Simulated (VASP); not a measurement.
# C in VASP: notebook, part 2 of 2

VASP 6.6.1.

**3. Single point, PBEsol (atoms moved at random and the cell strained at random)**

Input file INCAR:

```
  PREC = Accurate
  ENCUT = 520
  EDIFF = 1E-6
  ISMEAR = 0
  SIGMA = 0.02
  LREAL = False
  LASPH = True
  NELM = 100
  ALGO = Normal
  ISIF = 2
  LWAVE = False
  LCHARG = False
  GGA = PS
  NBANDS = 11
```

Input file KPOINTS:

```
Automatic mesh
0
Gamma
  12 12 12
```

Input file POSCAR:

```
C
1.0
   -0.0612954580      1.8888702760      1.8013766720
    1.7812242520     -0.0266618300      1.7667430440
    1.7463231140      1.8193355100      0.0082393080
C
2
Direct
    0.6110743524      0.5090837726      0.4374789727
    0.6389256476      0.7409162274      0.8125210273
```

Potentials or basis: VASP PAW PBE potentials, release 64 (C).

Run with:

```
$ cat potpaw_PBE.64/C/POTCAR > POTCAR
$ mpirun -np 1 vasp_std > vasp.out
```

OUTCAR:

```text
PREC = Accurate
   ENCUT = 520
   EDIFF = 1E-6
   ISMEAR = 0
   LREAL = False
   LASPH = True
   NELM = 100
   ISIF = 2
   GGA = PS

 ion  position               nearest neighbor table
   1  0.611  0.509  0.437-   2 1.36   2 1.37   2 1.67
   2  0.639  0.741  0.813-   1 1.36   1 1.37   1 1.67

  LATTYP: Found a triclinic cell.
 ALAT       =     6.6362790566
 B/A-ratio  =     1.0005432762
 C/A-ratio  =     0.9272949385
 COS(alpha) =     0.0004256507
 COS(beta)  =     0.6177626689
 COS(gamma) =     0.7853981263

  Lattice vectors:

 A1 = (  -5.2738704800,  -3.6120091900,  -1.7832216600)
 A2 = (  -3.5011530460,  -1.8355466160,  -5.3348627600)
 A3 = (  -3.5190405480,  -3.5957980840,   3.5434017920)

Analysis of symmetry for initial positions (statically):
=====================================================================
 Subroutine PRICEL returns:
 Original cell was already a primitive cell.

 Routine SETGRP: Setting up the symmetry group for a
 triclinic supercell.

 Subroutine GETGRP returns: Found  2 space group operations
 (whereof  1 operations were pure point group operations)
 out of a pool of  2 trial point group operations.

The static configuration has the point symmetry C_1 .
 The point group associated with its full space group is S_2 .

Analysis of symmetry for dynamics (positions and initial velocities):
=====================================================================
 Subroutine PRICEL returns:
 Original cell was already a primitive cell.

 Routine SETGRP: Setting up the symmetry group for a
 triclinic supercell.

 Subroutine GETGRP returns: Found  2 space group operations
 (whereof  1 operations were pure point group operations)
 out of a pool of  2 trial point group operations.

The dynamic configuration has the point symmetry C_1 .
 The point group associated with its full space group is S_2 .

 Subroutine INISYM returns: Found  2 space group operations
 (whereof  1 operations are pure point group operations),
 and found     1 'primitive' translations

----------------------------------------------------------------------------------------

                                     Primitive cell

  volume of cell :      11.9185

  direct lattice vectors                    reciprocal lattice vectors
    -0.061295458  1.888870276  1.801376672    -0.269707197  0.257634428  0.275805815
     1.781224252 -0.026661830  1.766743044     0.273669721 -0.263982734  0.286116646
     1.746323114  1.819335510  0.008239308     0.284025921  0.278301458 -0.282154122

  length of vectors
     2.610851579  2.508954299  2.521843374     0.463881793  0.475862097  0.487579094

  position of ions in fractional coordinates (direct lattice)
     0.611074352  0.509083773  0.437478973
     0.638925648  0.740916227  0.812521027

  ion indices of the primitive-cell ions
   primitive index   ion index
                 1           1
                 2           2

----------------------------------------------------------------------------------------

 KPOINTS: Automatic mesh

Automatic generation of k-mesh.
[... 27 lines left out ...]
  0.333333 -0.000000  0.000000      2.000000
  0.416667 -0.000000  0.000000      2.000000
[... 16 lines left out ...]
  0.250000  0.166667  0.000000      2.000000
  0.333333  0.166667  0.000000      2.000000
 [... further k-points ...]
   k-points           NKPTS =    868   k-points in BZ     NKDIM =    868   number of bands    NBANDS=     11
   number of dos      NEDOS =    301   number of ions     NIONS =      2
   total plane-waves  NPLWV =   8000
   dimension x,y,z NGX =    20 NGY =   20 NGZ =   20
   dimension x,y,z NGXF=    40 NGYF=   40 NGZF=   40
   ions per type =               2
   NGX,Y,Z   is equivalent  to a cutoff of  12.73, 13.25, 13.18 a.u.
   NGXF,Y,Z  is equivalent  to a cutoff of  25.47, 26.50, 26.37 a.u.
 SYSTEM =  unknown system
   PREC   = accura    normal or accurate (medium, high low for compatibility)
   ISTART =      0    job   : 0-new  1-cont  2-samecut
   ICHARG =      2    charge: 1-file 2-atom 10-const
   ISPIN  =      1    spin polarized calculation?
   LNONCOLLINEAR =      F non collinear calculations
   LSORBIT =      F    spin-orbit coupling
   LASPH  =      T    aspherical Exc in radial PAW
   ENCUT  =  520.0 eV  38.22 Ry    6.18 a.u.   4.85  4.66  4.69*2*pi/ulx,y,z
   NELM   =    100;   NELMIN=  2; NELMDL= -5     # of ELM steps
   EDIFF  = 0.1E-05   stopping-criterion for ELM
   LREAL  =      F    real-space projection
   EDIFFG = 0.1E-04   stopping-criterion for IOM
   NSW    =      0    number of steps for IOM
   IBRION =     -1    ionic relax: 0-MD 1-quasi-New 2-CG
   NFREE  =      0    steps in history (QN), initial steepest desc. (CG)
   ISIF   =      2    stress and relaxation
   ISYM   =      2    0-nonsym 1-usesym 2-fastsym
   POTIM  = 0.5000    time-step for ionic-motion
   TEBEG  =    0.0;   TEEND  =   0.0 temperature during run
   PSTRESS=    0.0 pullay stress
   NELECT =       8.0000    total number of electrons
   NUPDOWN=      -1.0000    fix difference up-down
   EMIN   =  10.00;   EMAX   =-10.00  energy-range for DOS
   EFERMI =   0.00;   METHOD = LEGACY
   ISMEAR =     0;   SIGMA  =   0.02  broadening in eV -4-tet -1-fermi 0-gaus
   EFERMI_NEDOS =   21; number of points for ismear=-14 and -15
   IALGO  =     38    algorithm
   IMIX   =      4    mixing-type and parameters
     AMIX     =   0.40;   BMIX     =  1.00
     AMIX_MAG =   1.60;   BMIX_MAG =  1.00
  volume/ion in A,a.u.               =       5.96        40.22
  Fermi-wavevector in a.u.,A,eV,Ry     =   1.433388  2.708710 27.954540  2.054601
  Thomas-Fermi vector in A             =   2.552911
   LORBIT       =      0    0 simple, 1 ext, 2 COOP (PROOUT), +10 PAW based schemes
   GGA     = PS    functional components
   LHFCALC =     F    Hartree Fock is set to
   AEXX    =    0.0000 exact exchange contribution
   IVDW    =     0    specifies the selected vdW correction
   LEPSILON=     F    determine dielectric tensor
   LRPA    =     F    only Hartree local field effects (RPA)
 non-spin polarized calculation
 Gauss-broadening in eV      SIGMA  =   0.02
  energy-cutoff  :      520.00
  volume of cell :       11.92
 maximum number of plane-waves:       332
   NGX =  9   NGY =  9   NGZ =  9

 number of electron       8.0000000 magnetization

 Free energy of the ion-electron system (eV)
  ---------------------------------------------------
  ext. energy  EPLUGINS =         0.00000000
  ---------------------------------------------------
  free energy    TOTEN  =       -17.19468512 eV

  energy without entropy =      -17.19466076  energy(sigma->0) =      -17.19467294

 E-fermi :  10.1941     XC(G=0): -13.1804

 val. band max:       10.1800650756   @ k =   0.0833   0.4167   0.5000
 cond. band min:      10.2039541963   @ k =   0.0833  -0.4167   0.1667
 fundamental gap:      0.0238891207
 Fermi energy:        10.1941431779

 k-point     1 :       0.0000    0.0000    0.0000
  band No.  band energies     occupation
      1     -12.1739      2.00000
      2       3.6584      2.00000
      3       8.7530      2.00000
      4       9.4217      2.00000
      5      13.1270      0.00000
      6      17.1635      0.00000
      7      20.8454      0.00000
      8      21.6104      0.00000
      9      23.8092      0.00000
     10      31.2719      0.00000
     11      33.0143      0.00000
[... 309 lines left out ...]
 k-point    24 :       0.3333    0.1667    0.0000
  band No.  band energies     occupation
      1      -9.6149      2.00000
      2       2.2156      2.00000
      3       2.2853      2.00000
      4       6.2451      2.00000
      5      13.8387      0.00000
      6      17.8382      0.00000
      7      20.6061      0.00000
      8      22.5489      0.00000
      9      27.2955      0.00000
     10      32.3676      0.00000
     11      35.6800      0.00000

 [... further k-points ...]

------------------------ aborting loop because EDIFF is reached ----------------------------------------

  FORCE on cell =-STRESS in cart. coord.  units (eV):
  Direction    XX          YY          ZZ          XY          YZ          ZX
  --------------------------------------------------------------------------------------
  -------------------------------------------------------------------------------------
  Total        2.6195762      1.4232923      2.6170321     -1.2603930      3.2736726     -2.9925553
  in kB      352.1423801    191.3292475    351.8003799   -169.4311432    440.0707400   -402.2809146
  external PRESSURE =     298.4240025 kB  Pullay stress =       0.0000000 kB

 VOLUME and BASIS-vectors are now :
 -----------------------------------------------------------------------------
  energy-cutoff  :      520.00
  volume of cell :       11.92
      direct lattice vectors                 reciprocal lattice vectors
    -0.061295458  1.888870276  1.801376672    -0.269707197  0.257634428  0.275805815
     1.781224252 -0.026661830  1.766743044     0.273669721 -0.263982734  0.286116646
     1.746323114  1.819335510  0.008239308     0.284025921  0.278301458 -0.282154122

 POSITION                                       TOTAL-FORCE (eV/Angst)
 -----------------------------------------------------------------------------------
      1.63332      1.93659      2.00380        -1.066925      2.234200     -6.443033
      2.69950      2.66534      2.46665         1.066925     -2.234200      6.443033
 -----------------------------------------------------------------------------------
    total drift:                                0.000000      0.000000     -0.000000

  FREE ENERGIE OF THE ION-ELECTRON SYSTEM (eV)
  ---------------------------------------------------
  free  energy   TOTEN  =       -17.1946851174 eV

  energy  without entropy=      -17.1946607567  energy(sigma->0) =      -17.19467294
```

OSZICAR:

```text
N       E                     dE             d eps       ncg     rms          rms(c)
DAV:   1     0.208963758469E+01    0.20896E+01   -0.47816E+03 19946   0.696E+02
DAV:   2    -0.176696444463E+02   -0.19759E+02   -0.19051E+02 24012   0.128E+02
DAV:   3    -0.180586297849E+02   -0.38899E+00   -0.38815E+00 22488   0.139E+01
DAV:   4    -0.180592729931E+02   -0.64321E-03   -0.64319E-03 20703   0.718E-01
DAV:   5    -0.180592739088E+02   -0.91566E-06   -0.91533E-06 22297   0.248E-02    0.619E+00
DAV:   6    -0.174056713409E+02    0.65360E+00   -0.42611E-01 20400   0.450E+00    0.356E+00
DAV:   7    -0.171944293825E+02    0.21124E+00   -0.46620E-01 21733   0.476E+00    0.855E-01
DAV:   8    -0.171947146957E+02   -0.28531E-03   -0.10313E-02 20560   0.817E-01    0.809E-02
DAV:   9    -0.171946777840E+02    0.36912E-04   -0.11674E-04 21747   0.847E-02    0.345E-02
DAV:  10    -0.171946856316E+02   -0.78476E-05   -0.10029E-05 21260   0.262E-02    0.900E-03
DAV:  11    -0.171946851174E+02    0.51422E-06   -0.72913E-07 12580   0.672E-03
   1 F= -.17194685E+02 E0= -.17194673E+02  d E =-.243606E-04
```

stdout:

```text
POSCAR found type information on POSCAR C
 POSCAR found :  1 types and       2 ions
 scaLAPACK will be used
 -----------------------------------------------------------------------------
|                                                                             |
|                                                                             |
|     You enforced a specific xc type in the INCAR file but a different       |
|     I HOPE YOU KNOW WHAT YOU ARE DOING!                                     |
|                                                                             |
 -----------------------------------------------------------------------------

 LDA part: xc-table for (Slater+PW92), standard interpolation
 POSCAR, INCAR and KPOINTS ok, starting setup
 FFT: planning ... GRIDC
 FFT: planning ... GRID_SOFT
 FFT: planning ... GRID
 WAVECAR not read
 entering main loop
```

Wall time 1.9 min (1 thread of Intel Xeon 8259CL, shared host); peak memory 0.2 GiB.

Results:

| Property | Result |
| --- | --- |
| Free energy | -17.1947 eV |
| Pressure | 29.8 GPa |
| Largest force | 6.902 eV/Å |
| Band gap on the k mesh | zero (band 4 reaches 10.72 eV, above the bottom of band 5 at 9.54 eV) |

Forces in eV/Å, atoms in the order of the input:
```
C   -1.067  2.234 -6.443
C    1.067 -2.234  6.443
```

Levels at points of the mesh, in eV from the Fermi level:
```csv
k point,band 2,band 3,band 4,band 5,band 6,band 7
"(0.00, 0.00, 0.00)",-6.54,-1.44,-0.77,2.93,6.97,10.65
"(0.50, 0.00, 0.00)",-12.68,-7.38,-1.48,2.56,7.90,9.75
"(0.00, 0.50, 0.00)",-13.88,-8.19,-0.50,2.70,7.32,12.82
"(0.50, 0.50, 0.00)",-12.50,-9.66,-6.66,2.10,2.61,15.23
"(0.00, 0.00, 0.50)",-15.77,-5.42,-0.50,-0.10,6.41,14.54
"(0.50, 0.00, 0.50)",-14.98,-7.04,-4.39,-0.20,2.77,17.73
"(0.00, 0.50, 0.50)",-14.51,-7.40,-5.06,-0.66,1.98,18.08
"(0.50, 0.50, 0.50)",-15.73,-5.85,0.08,0.77,5.47,14.73
```

Caveat: the cell differs from its parent crystal (atoms moved at random and the cell strained at random); the PAW data sets were made with another functional, which shifts forces and pressure a little.
